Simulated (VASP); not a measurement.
Crystal: Sc2GaP3.

```
Sc Ga P
1.0
     3.72508    0.00000    0.00000
     0.00000    3.72508    0.00000
     0.00000    0.00000    8.21788
Sc Ga P
2 1 3
Direct
  0.50000 0.00000 0.73919
  0.00000 0.50000 0.26081
  0.50000 0.50000 0.00000
  0.50000 0.00000 0.38377
  0.00000 0.50000 0.61623
  0.00000 0.00000 0.00000
```

The cell was built from a structure type or drawn by symmetry, and may not be a known phase.

| Property | Result |
| --- | --- |
| Program | VASP 6.6.1 |
| Task | relaxation of cell and atoms |
| Functional | PBE |
| Potentials or basis | VASP PAW PBE potentials, release 64 (Sc_sv, Ga_d, P) |
| Cutoff | 600 eV |
| k mesh | 6 × 6 × 2 |
| Occupations | gaussian, width 0.1 eV |
| Spin | no spin polarisation |

At the start: pressure -6.1 GPa; volume 19.01 Å³/atom.

Question: How do energy, volume and symmetry change on relaxing?

Answer: Over 15 steps the energy falls by 183.9 meV/atom and the volume is 17.59 Å³/atom (-7.5 %); space group P-4m2 (No. 115, to 0.1 Å) before and after.

The path:
| step | energy change (eV) | largest force (eV/Å) | pressure (GPa) | volume (Å³) |
| --- | --- | --- | --- | --- |
| 1 | 0.0000 | 1.7154 | -6.11 | 114.03 |
| 2 | -0.4583 | 1.3506 | 2.56 | 102.48 |
| 3 | -0.4610 | 1.2867 | 3.65 | 101.46 |
| 4 | -0.6966 | 0.5095 | 2.83 | 102.83 |
| 5 | -0.7885 | 0.4415 | 2.50 | 104.25 |
| 6 | -0.7972 | 0.4845 | 2.49 | 104.68 |
| 7 | -0.8510 | 0.5640 | -2.46 | 110.18 |
| 8 | -0.8563 | 0.5497 | -1.35 | 108.86 |
| 9 | -0.9194 | 0.5517 | -1.36 | 108.29 |
| 10 | -1.0287 | 0.4553 | -1.34 | 106.46 |
| 11 | -1.0467 | 0.3156 | 2.69 | 102.23 |
| 12 | -1.0587 | 0.3671 | 1.05 | 103.84 |
| 13 | -1.0854 | 0.2333 | 0.23 | 105.08 |
| 14 | -1.0927 | 0.1425 | -0.44 | 106.20 |
| 15 | -1.1035 | 0.0196 | 0.03 | 105.51 |

Final structure:
```xyz
6
Lattice="3.7086 0.0000 0.0000 0.0000 3.7086 0.0000 0.0000 0.0000 7.6717" Properties=species:S:1:pos:R:3 pbc="T T T"
Sc    1.8543    0.0000    5.2343
Sc    0.0000    1.8543    2.4374
Ga    1.8543    1.8543    0.0000
P     1.8543    0.0000    2.5660
P     0.0000    1.8543    5.1056
P     0.0000    0.0000    0.0000
```

Caveat: the k points lie up to 0.41 Å⁻¹ apart in the final cell, too coarse for converged energies and pressures of a metal.
